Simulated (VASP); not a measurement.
Set up this calculation in VASP 6.6.1, as the native input.

| Quantity | Value |
| --- | --- |
| Task | single point |
| Functional | r2SCAN |
| Potentials or basis | VASP PAW PBE potentials, release 64 (K_sv, Br) |
| Cutoff | 520 eV |
| k mesh | 6 × 6 × 6 |
| Occupations | gaussian, width 0.02 eV |
| Spin | no spin polarisation |
| Dipole correction | no |
| Further INCAR settings | ALGO = Normal; EDIFF = 1e-07; NBANDS = 15 |

The system is KBr.

```
K Br
1.0
     0.00000    3.36699    3.36699
     3.36699    0.00000    3.36699
     3.36699    3.36699    0.00000
K Br
1 1
Direct
  0.00000 0.00000 0.00000
  0.50000 0.50000 0.50000
```

This cell differs from its parent crystal: volume scaled by 1.06.

These files were run (other wordings do the same):

POSCAR

```
KBr
1.0
    0.0000000000      3.3669916226      3.3669916226
    3.3669916226      0.0000000000      3.3669916226
    3.3669916226      3.3669916226      0.0000000000
K Br
1 1
Direct
    0.0000000000      0.0000000000      0.0000000000
    0.5000000000      0.5000000000      0.5000000000
```

INCAR.step1

```
SYSTEM = KBr
ALGO = Normal
EDIFF = 1E-4
ENCUT = 520
GGA = PE
ISMEAR = 0
LASPH = .TRUE.
LCHARG = .FALSE.
LREAL = .FALSE.
LWAVE = .TRUE.
NBANDS = 15
NELM = 60
PREC = Accurate
SIGMA = 0.02
```

INCAR.step2

```
SYSTEM = KBr
ALGO = Normal
EDIFF = 1E-7
ENCUT = 520
ISIF = 2
ISMEAR = 0
ISTART = 1
LASPH = .TRUE.
LCHARG = .FALSE.
LMIXTAU = .TRUE.
LREAL = .FALSE.
LWAVE = .FALSE.
METAGGA = R2SCAN
NBANDS = 15
NELM = 60
PREC = Accurate
SIGMA = 0.02
```

KPOINTS

```
k-points
0
G
  6 6 6
  0 0 0
```

Potentials or basis: VASP PAW PBE potentials, release 64 (K_sv, Br).

Run with:

```sh
$ cat potpaw_PBE.64/K_sv/POTCAR potpaw_PBE.64/Br/POTCAR > POTCAR
$ cp INCAR.step1 INCAR
$ mpirun -np 1 vasp_std > vasp.out
$ cp INCAR.step2 INCAR
$ mpirun -np 1 vasp_std > vasp.out
```

Results of the run:

| Quantity | Value |
| --- | --- |
| Pressure | -0.8 GPa |
| Band gap on the k mesh | 4.91 eV, direct |

Caveat: the PAW data sets were made with another functional, which shifts forces and pressure a little.

Run time: 55 s on 1 thread of Intel(R) Xeon(R) 6975P-C (Granite Rapids), with other jobs on the host, peak memory 0.21 GiB.
